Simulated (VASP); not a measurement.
# BP (F-43m) in VASP: a series of runs

BP is run at these levels: PBE; tasks: G0W0 quasiparticle levels.

Program: VASP 6.6.1. These are calculated values, not measurements. Logs are shortened: lines on timing, memory, paths and dates and some standing lists are left out, and cuts for length are marked.

### Step 1. The cell of the first run

Symmetry: F-43m, No. 216, cubic system. Conventional cell: a = 4.538 Å, b = 4.538 Å, c = 4.538 Å, α = 90.00°, β = 90.00°, γ = 90.00°. B (site symmetry -43m) has 4 P at 1.97 Å within 2.6 Å. P (site symmetry -43m) has 4 B at 1.97 Å within 2.6 Å.

### Step 2. G0W0 quasiparticle levels, PBE

POSCAR reads:

```
BP
1.0
    0.0000000000      2.2690000000      2.2690000000
    2.2690000000      0.0000000000      2.2690000000
    2.2690000000      2.2690000000      0.0000000000
B P
1 1
Direct
    0.0000000000      0.0000000000      0.0000000000
    0.2500000000      0.2500000000      0.2500000000
```

INCAR.step1 reads:

```
PREC     = Accurate       # precision mode
ENCUT    = 500            # plane-wave cutoff, eV
EDIFF    = 1E-8           # SCF threshold, eV
ISMEAR   = 0              # smearing method
SIGMA    = 0.01           # smearing width, eV
LREAL    = F              # projectors in reciprocal space
LASPH    = T              # aspherical terms in the spheres
NELM     = 80             # most SCF steps
ALGO     = Normal         # electronic algorithm
LWAVE    = T              # write WAVECAR
LCHARG   = F              # write CHGCAR
GGA      = PE             # functional
```

INCAR.step2 reads:

```
PREC     = Accurate       # precision mode
ENCUT    = 500            # plane-wave cutoff, eV
EDIFF    = 1E-8           # SCF threshold, eV
ISMEAR   = 0              # smearing method
SIGMA    = 0.01           # smearing width, eV
LREAL    = F              # projectors in reciprocal space
LASPH    = T              # aspherical terms in the spheres
NELM     = 1              # most SCF steps
ALGO     = Exact          # electronic algorithm
LWAVE    = T              # write WAVECAR
LCHARG   = F              # write CHGCAR
GGA      = PE             # functional
NBANDS   = 447            # bands
LOPTICS  = T              # frequency-dependent dielectric function
ISTART   = 1
```

INCAR.step3 reads:

```
PREC     = Accurate       # precision mode
ENCUT    = 500            # plane-wave cutoff, eV
EDIFF    = 1E-8           # SCF threshold, eV
ISMEAR   = 0              # smearing method
SIGMA    = 0.01           # smearing width, eV
LREAL    = F              # projectors in reciprocal space
LASPH    = T              # aspherical terms in the spheres
ALGO     = EVGW0          # electronic algorithm
LWAVE    = F              # write WAVECAR
LCHARG   = F              # write CHGCAR
GGA      = PE             # functional
NELMGW   = 1            
NBANDS   = 447            # bands
ENCUTGW  = 200            # cutoff of the response function
NOMEGA   = 48             # frequency points
PRECFOCK = Fast         
ISTART   = 1            
NBANDSGW = 12
```

KPOINTS reads:

```
Automatic mesh
0
Gamma
  2 2 2
```

Potentials or basis: VASP PAW PBE potentials, release 64 (B_GW, P_GW).

Command:

```
$ cat potpaw_PBE.64/B_GW/POTCAR potpaw_PBE.64/P_GW/POTCAR > POTCAR
$ cp INCAR.step1 INCAR
$ mpirun -np 1 vasp_std > vasp.out
$ cp INCAR.step2 INCAR
$ mpirun -np 1 vasp_std > vasp.out
$ cp INCAR.step3 INCAR
$ mpirun -np 1 vasp_std > vasp.out
```

OUTCAR:

```text
PREC = Accurate
   ENCUT = 500
   EDIFF = 1E-8
   ISMEAR = 0
   LREAL = F
   LASPH = T
   GGA = PE
   NELMGW = 1
   ENCUTGW = 200
   PRECFOCK = Fast
   ISTART = 1

 ion  position               nearest neighbor table
   1  0.000  0.000  0.000-   2 1.97   2 1.97   2 1.97   2 1.97
   2  0.250  0.250  0.250-   1 1.97   1 1.97   1 1.97   1 1.97

  LATTYP: Found a face centered cubic cell.
 ALAT       =     4.5380000000

  Lattice vectors:

 A1 = (   0.0000000000,   2.2690000000,   2.2690000000)
 A2 = (   2.2690000000,   0.0000000000,   2.2690000000)
 A3 = (   2.2690000000,   2.2690000000,   0.0000000000)

Analysis of symmetry for initial positions (statically):
=====================================================================
 Subroutine PRICEL returns:
 Original cell was already a primitive cell.

 Routine SETGRP: Setting up the symmetry group for a
 face centered cubic supercell.

 Subroutine GETGRP returns: Found 24 space group operations
 (whereof 24 operations were pure point group operations)
 out of a pool of 48 trial point group operations.

The static configuration has the point symmetry T_d .

Analysis of symmetry for dynamics (positions and initial velocities):
=====================================================================
 Subroutine PRICEL returns:
 Original cell was already a primitive cell.

 Routine SETGRP: Setting up the symmetry group for a
 face centered cubic supercell.

 Subroutine GETGRP returns: Found 24 space group operations
 (whereof 24 operations were pure point group operations)
 out of a pool of 48 trial point group operations.

The dynamic configuration has the point symmetry T_d .

 Subroutine INISYM returns: Found 24 space group operations
 (whereof 24 operations are pure point group operations),
 and found     1 'primitive' translations

----------------------------------------------------------------------------------------

[... 67 lines left out ...]
   LASPH  =      T    aspherical Exc in radial PAW
   ENCUT  =  500.0 eV  36.75 Ry    6.06 a.u.   5.85  5.85  5.85*2*pi/ulx,y,z
   NELM   =     60;   NELMIN=  2; NELMDL=  0     # of ELM steps
   EDIFF  = 0.1E-07   stopping-criterion for ELM
   LREAL  =      F    real-space projection
   EDIFFG = 0.1E-06   stopping-criterion for IOM
   NSW    =      0    number of steps for IOM
   IBRION =     -1    ionic relax: 0-MD 1-quasi-New 2-CG
   NFREE  =      0    steps in history (QN), initial steepest desc. (CG)
   ISIF   =      0    stress and relaxation
   ISYM   =      3    0-nonsym 1-usesym 2-fastsym
   POTIM  = 0.5000    time-step for ionic-motion
   TEBEG  =    0.0;   TEEND  =   0.0 temperature during run
   PSTRESS=    0.0 pullay stress
   NELECT =       8.0000    total number of electrons
   NUPDOWN=      -1.0000    fix difference up-down
   EMIN   =  10.00;   EMAX   =-10.00  energy-range for DOS
   EFERMI =   0.00;   METHOD = LEGACY
   ISMEAR =     0;   SIGMA  =   0.01  broadening in eV -4-tet -1-fermi 0-gaus
   EFERMI_NEDOS =   21; number of points for ismear=-14 and -15
   IALGO  =     38    algorithm
   IMIX   =      4    mixing-type and parameters
     AMIX     =   0.40;   BMIX     =  1.00
     AMIX_MAG =   1.60;   BMIX_MAG =  1.00
  volume/ion in A,a.u.               =      11.68        78.83
  Fermi-wavevector in a.u.,A,eV,Ry     =   1.145320  2.164342 17.847562  1.311759
  Thomas-Fermi vector in A             =   2.282009
   LORBIT       =      0    0 simple, 1 ext, 2 COOP (PROOUT), +10 PAW based schemes
   GGA     = PE    functional components
   LHFCALC =     T    Hartree Fock is set to
   PRECFOCK=fast      Normal, Fast or Accurate (Low or Medium for compatibility)
   ENCUT4O =  -1.0   cutoff for four orbital integrals eV
   NKREDX  =     1    reduce k-point grid by
   NKREDY  =     1    reduce k-point grid by
   NKREDZ  =     1    reduce k-point grid by
   AEXX    =    1.0000 exact exchange contribution
   HFSCREEN=    0.0000 screening length (either q_TF or 0.3 A-1)
   HFSCREENC=   0.0000 screening length for correlation (either q_TF or 0.3 A-1)
   ENCUTFOCK=  -1.0 apply spherical cutoff to Coloumb kernel
   IVDW    =     0    specifies the selected vdW correction
   LEPSILON=     F    determine dielectric tensor
   LRPA    =     F    only Hartree local field effects (RPA)
   LRPAFORCE           =     F    calculate RPA forces
   ENCUTGW             = 200.0    cutoff for response function in eV
   ENCUTGWSOFT         = 160.0    soft cutoff for Coulomb kernel in GW response function in eV
   ENCUTLF             =  -1.0    cutoff for local field effects
   NELMGW              =     1    number of iterations in solving QP/BSE equation
   NELMHF              =     1    number of iterations in the inner HF iteration
   NKREDLFX            =     1    NKREDLFY  =   1   NKREDLFZ  =   1
 non-spin polarized calculation
 Gauss-broadening in eV      SIGMA  =   0.01
  energy-cutoff  :      500.00
  volume of cell :       23.36
 maximum number of plane-waves:       609
 NGX is ok and might be reduce to    24
  NGX = 14; NGY = 14; NGZ = 14
   NGX = 11   NGY = 11   NGZ = 11
 maximum number of plane-waves:       169

 QP shifts <psi_nk| G(iteration)W_0 |psi_nk>: iteration 1
 for sc-GW calculations column KS-energies equals QP-energies in previous step
 and V_xc(KS)=  KS-energies - (<T + V_ion + V_H > + <T+V_H+V_ion>^1  + <V_x>^1)

 k-point   1 :       0.0000    0.0000    0.0000
  band No.  KS-energies  QP-energies   sigma(KS)   V_xc(KS)     V^pw_x(r,r')   Z            occupation Imag(sigma)

      1      -8.1016      -9.2166     -13.5259     -12.0042     -20.2185       0.7327       2.0000       1.2532
      2       7.4817       6.7077     -14.3737     -13.3950     -16.7942       0.7908       2.0000       0.0960
      3       7.4817       6.7077     -14.3737     -13.3950     -16.7942       0.7908       2.0000       0.0960
      4       7.4817       6.7077     -14.3737     -13.3950     -16.7942       0.7908       2.0000       0.0960
      5      10.7368      10.8788     -11.8222     -12.0017      -6.0463       0.7911       0.0000      -0.1170
      6      10.7368      10.8788     -11.8222     -12.0017      -6.0463       0.7911       0.0000      -0.1170
      7      10.7368      10.8788     -11.8222     -12.0017      -6.0463       0.7911       0.0000      -0.1170
      8      14.8668      14.9315     -12.6018     -12.6808      -5.3502       0.8188       0.0000      -0.3831
      9      18.8789      18.3705      -9.7664      -9.1350      -3.0251       0.8052       0.0000      -0.3579
     10      19.2954      19.5566     -11.3823     -11.7263      -4.7562       0.7593       0.0000      -0.2004
     11      19.2954      19.5566     -11.3823     -11.7263      -4.7562       0.7593       0.0000      -0.2004
     12      22.9338      22.7456      -9.9066      -9.6845      -2.5387       0.8473       0.0000      -0.8713
[... 20 lines left out ...]
      1      -3.2228      -4.1791     -13.8999     -12.6978     -18.9795       0.7956       2.0000       0.7147
      2      -1.1768      -2.2493     -13.8253     -12.3546     -18.0234       0.7293       2.0000       0.4900
      3       3.2821       2.4687     -13.5507     -12.5002     -16.6435       0.7743       2.0000       0.1771
      4       3.2821       2.4687     -13.5507     -12.5002     -16.6435       0.7743       2.0000       0.1771
      5       8.6342       8.4618     -10.8572     -10.6398      -5.3861       0.7927       0.0000      -0.0846
      6       8.9781       8.8020     -10.6666     -10.4474      -5.1543       0.8035       0.0000      -0.0989
      7      19.5330      19.9636     -12.2456     -12.8190      -4.7160       0.7510       0.0000      -0.4675
      8      19.5330      19.9636     -12.2456     -12.8190      -4.7160       0.7510       0.0000      -0.4675
      9      22.7940      23.1877     -11.8598     -12.3468      -4.1696       0.8082       0.0000      -0.5719
     10      23.7750      24.1716     -11.5895     -12.1176      -4.0134       0.7510       0.0000      -0.5909
     11      25.2378      25.4619     -12.0949     -12.3719      -4.7599       0.8090       0.0000      -0.6267
     12      25.2378      25.4619     -12.0949     -12.3719      -4.7599       0.8090       0.0000      -0.6267
```

OUTCAR.step1:

```text
PREC = Accurate
   ENCUT = 500
   EDIFF = 1E-8
   ISMEAR = 0
   LREAL = F
   LASPH = T
[... 229 lines left out ...]
 -----------------------------------------------------------------------------------
      0.00000      0.00000      0.00000         0.000000     -0.000000     -0.000000
      1.13450      1.13450      1.13450        -0.000000      0.000000      0.000000
 -----------------------------------------------------------------------------------
    total drift:                                0.000000      0.000000      0.000000

  FREE ENERGIE OF THE ION-ELECTRON SYSTEM (eV)
  ---------------------------------------------------
  free  energy   TOTEN  =       -10.0350791888 eV

  energy  without entropy=      -10.0350791888  energy(sigma->0) =      -10.03507919
```

It took 18 s on 1 thread of Intel Xeon Platinum 8259CL at 2.50GHz (Skylake/Cascade Lake), shared host; peak memory 0.2 GiB.

Results:

```
Band gap on the k mesh, mean-field level : 1.15 eV, indirect (least direct gap 3.26 eV)
Quasiparticle gap                        : 1.75 eV
Least direct quasiparticle gap           : 4.17 eV
```

Levels at points of the mesh, in eV from the valence-band top:
```csv
k point,band 2,band 3,band 4,band 5,band 6,band 7
"(0.00, 0.00, 0.00)",0.00,0.00,0.00,3.26,3.26,3.26
"(0.50, 0.00, 0.00)",-9.15,-1.79,-1.79,3.70,4.54,4.54
"(0.50, 0.50, 0.00)",-8.66,-4.20,-4.20,1.15,1.50,12.05
```

Caveat: the k points lie up to 1.20 Å⁻¹ apart; bands, screening cutoff and mesh are small and nothing is extrapolated, so the quasiparticle values aren't converged. A k mesh can miss the band edges.

### Step 3. G0W0 quasiparticle levels, PBE

POSCAR is that of step 2.

INCAR.step1 reads:

```
SYSTEM = BP
PREC = Accurate
ENCUT = 500
EDIFF = 1E-8
ISMEAR = 0
SIGMA = 0.01
LREAL = .FALSE.
LASPH = .TRUE.
NELM = 80
ALGO = Normal
LWAVE = .TRUE.
LCHARG = .FALSE.
GGA = PE
```

INCAR.step2 reads:

```
SYSTEM = BP
PREC = Accurate
ENCUT = 500
EDIFF = 1E-8
ISMEAR = 0
SIGMA = 0.01
LREAL = .FALSE.
LASPH = .TRUE.
NELM = 1
ALGO = Exact
LWAVE = .TRUE.
LCHARG = .FALSE.
GGA = PE
NBANDS = 457
LOPTICS = .TRUE.
ISTART = 1
```

INCAR.step3 reads:

```
SYSTEM = BP
PREC = Accurate
ENCUT = 500
EDIFF = 1E-8
ISMEAR = 0
SIGMA = 0.01
LREAL = .FALSE.
LASPH = .TRUE.
ALGO = EVGW0
LWAVE = .FALSE.
LCHARG = .FALSE.
GGA = PE
NELMGW = 1
NBANDS = 457
ENCUTGW = 200
NOMEGA = 48
PRECFOCK = Fast
ISTART = 1
NBANDSGW = 12
```

KPOINTS reads:

```
regular mesh
0
G
  2 2 2
  0 0 0
```

Potentials or basis: VASP PAW PBE potentials, release 64 (B_GW, P_GW).

Command:

```
$ cat potpaw_PBE.64/B_GW/POTCAR potpaw_PBE.64/P_GW/POTCAR > POTCAR
$ cp INCAR.step1 INCAR
$ mpirun -np 1 vasp_std > vasp.out
$ cp INCAR.step2 INCAR
$ mpirun -np 1 vasp_std > vasp.out
$ cp INCAR.step3 INCAR
$ mpirun -np 1 vasp_std > vasp.out
```

OUTCAR:

```text
SYSTEM = BP
   PREC = Accurate
   ENCUT = 500
   EDIFF = 1E-8
   ISMEAR = 0
   LREAL = .FALSE.
   LASPH = .TRUE.
   GGA = PE
   NELMGW = 1
   ENCUTGW = 200
   PRECFOCK = Fast
   ISTART = 1

 ion  position               nearest neighbor table
   1  0.000  0.000  0.000-   2 1.97   2 1.97   2 1.97   2 1.97
[... 179 lines left out ...]
      2       7.4817       6.7038     -14.3790     -13.3950     -16.7942       0.7905       2.0000       0.0930
      3       7.4817       6.7038     -14.3790     -13.3950     -16.7942       0.7905       2.0000       0.0930
      4       7.4817       6.7038     -14.3790     -13.3950     -16.7942       0.7905       2.0000       0.0930
      5      10.7368      10.8606     -11.8480     -12.0017      -6.0463       0.8057       0.0000      -0.1265
      6      10.7368      10.8606     -11.8480     -12.0017      -6.0463       0.8057       0.0000      -0.1265
      7      10.7368      10.8606     -11.8480     -12.0017      -6.0463       0.8057       0.0000      -0.1265
      8      14.8668      14.9186     -12.6182     -12.6808      -5.3502       0.8285       0.0000      -0.3945
      9      18.8789      18.3991      -9.7510      -9.1350      -3.0251       0.7789       0.0000      -0.3635
     10      19.2954      19.5527     -11.3856     -11.7263      -4.7562       0.7551       0.0000      -0.1899
     11      19.2954      19.5527     -11.3856     -11.7263      -4.7562       0.7551       0.0000      -0.1899
     12      22.9338      22.7214      -9.9348      -9.6845      -2.5387       0.8489       0.0000      -0.8495
[... 20 lines left out ...]
      1      -3.2228      -4.2025     -13.9186     -12.6978     -18.9795       0.8026       2.0000       0.7054
      2      -1.1768      -2.2584     -13.8398     -12.3546     -18.0234       0.7283       2.0000       0.4849
      3       3.2821       2.4587     -13.5611     -12.5002     -16.6435       0.7762       2.0000       0.1684
      4       3.2821       2.4587     -13.5611     -12.5002     -16.6435       0.7762       2.0000       0.1684
      5       8.6342       8.4586     -10.8605     -10.6398      -5.3861       0.7956       0.0000      -0.0841
      6       8.9781       8.7955     -10.6743     -10.4474      -5.1543       0.8045       0.0000      -0.0941
      7      19.5330      19.9667     -12.2478     -12.8190      -4.7160       0.7591       0.0000      -0.4637
      8      19.5330      19.9667     -12.2478     -12.8190      -4.7160       0.7591       0.0000      -0.4637
      9      22.7940      23.1590     -11.8852     -12.3468      -4.1696       0.7905       0.0000      -0.5510
     10      23.7750      24.1640     -11.6052     -12.1176      -4.0134       0.7591       0.0000      -0.5731
     11      25.2378      25.4542     -12.1071     -12.3719      -4.7599       0.8175       0.0000      -0.6225
     12      25.2378      25.4542     -12.1071     -12.3719      -4.7599       0.8175       0.0000      -0.6225
```

OUTCAR.step1:

```text
SYSTEM = BP
   PREC = Accurate
   ENCUT = 500
   EDIFF = 1E-8
   ISMEAR = 0
   LREAL = .FALSE.
   LASPH = .TRUE.
[... 230 lines left out ...]
      0.00000      0.00000      0.00000         0.000000     -0.000000     -0.000000
      1.13450      1.13450      1.13450        -0.000000      0.000000      0.000000
 -----------------------------------------------------------------------------------
    total drift:                                0.000000      0.000000      0.000000

  FREE ENERGIE OF THE ION-ELECTRON SYSTEM (eV)
  ---------------------------------------------------
  free  energy   TOTEN  =       -10.0350791888 eV

  energy  without entropy=      -10.0350791888  energy(sigma->0) =      -10.03507919
```

Run time: 35 s. Hardware: 1 thread of Intel Xeon 8259CL, shared host; peak memory 0.2 GiB.

What came out:

```yaml
Band_gap_on_the_k_mesh_mean-field_level: 1.15 eV, indirect (least direct gap 3.26 eV)
Quasiparticle_gap: 1.75 eV
Least_direct_quasiparticle_gap: 4.16 eV
```

Caveat: the k points lie up to 1.20 Å⁻¹ apart; bands, screening cutoff and mesh are small and nothing is extrapolated, so the quasiparticle values aren't converged. A k mesh can miss the band edges.
